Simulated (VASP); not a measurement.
Write the native input for VASP 6.6.1 that does the following.

| Property | Result |
| --- | --- |
| Task | single point |
| Functional | PBE-based screened hybrid with 40 % exact exchange |
| Potentials or basis | VASP PAW PBE potentials, release 64 (Ga_d, N) |
| Cutoff | 520 eV |
| k mesh | 6 × 6 × 6 |
| Occupations | gaussian, width 0.01 eV |
| Spin | no spin polarisation |
| Dipole correction | no |
| Grid for exact exchange (PRECFOCK) | Normal |
| Share of exact exchange | 0.4 |
| Further INCAR settings | ALGO = Normal; EDIFF = 1e-06; NBANDS = 16 |
| Screening parameter | 0.5 1/Å |

Crystal: GaN.

```
Ga N
1.0
     0.00000    2.10852    2.10852
     2.10852    0.00000    2.10852
     2.10852    2.10852    0.00000
Ga N
1 1
Direct
  0.00000 0.00000 0.00000
  0.50000 0.50000 0.50000
```

The input as run:

POSCAR

```
GaN
1.0
    0.0000000000      2.1085152350      2.1085152350
    2.1085152350      0.0000000000      2.1085152350
    2.1085152350      2.1085152350      0.0000000000
Ga N
1 1
Direct
    0.0000000000      0.0000000000      0.0000000000
    0.5000000000      0.5000000000      0.5000000000
```

INCAR.step1

```
PREC     = Accurate       # precision mode
ENCUT    = 520            # plane-wave cutoff, eV
EDIFF    = 1E-5           # SCF threshold, eV
ISMEAR   = 0              # smearing method
SIGMA    = 0.01           # smearing width, eV
LREAL    = F              # projectors in reciprocal space
LASPH    = T              # aspherical terms in the spheres
NELM     = 80             # most SCF steps
ALGO     = Normal         # electronic algorithm
ISIF     = 2              # what is computed and relaxed
LWAVE    = T              # write WAVECAR
LCHARG   = F              # write CHGCAR
NBANDS   = 16             # bands
GGA      = PE             # functional
```

INCAR.step2

```
PREC     = Accurate       # precision mode
ENCUT    = 520            # plane-wave cutoff, eV
EDIFF    = 1E-6           # SCF threshold, eV
ISMEAR   = 0              # smearing method
SIGMA    = 0.01           # smearing width, eV
LREAL    = F              # projectors in reciprocal space
LASPH    = T              # aspherical terms in the spheres
NELM     = 80             # most SCF steps
ALGO     = Normal         # electronic algorithm
ISIF     = 2              # what is computed and relaxed
LWAVE    = F              # write WAVECAR
LCHARG   = F              # write CHGCAR
GGA      = PE             # functional
LHFCALC  = T              # exact exchange
AEXX     = 0.4            # exact-exchange fraction
HFSCREEN = 0.5            # screening, 1/A
PRECFOCK = Normal       
NBANDS   = 16             # bands
ISTART   = 1
```

KPOINTS

```
regular mesh
0
Gamma
  6 6 6
```

Potentials or basis: VASP PAW PBE potentials, release 64 (Ga_d, N).

Command:

```sh
$ cat potpaw_PBE.64/Ga_d/POTCAR potpaw_PBE.64/N/POTCAR > POTCAR
$ cp INCAR.step1 INCAR
$ mpirun -np 1 vasp_std > vasp.out
$ cp INCAR.step2 INCAR
$ mpirun -np 1 vasp_std > vasp.out
```

It gave:

```yaml
Pressure: -2.1 GPa
Band_gap_on_the_k_mesh: 1.82 eV (least direct gap 4.03 eV)
```

Caveat: the k points lie up to 0.43 Å⁻¹ apart; the structure was generated, so it needn't be the stable form of GaN; the PAW data sets were made with another functional, which shifts forces and pressure a little.

Wall time 34 min on 1 thread of Intel(R) Xeon(R) Platinum 8375C CPU @ 2.90GHz (Ice Lake), on a shared host, peak memory 0.25 GiB.
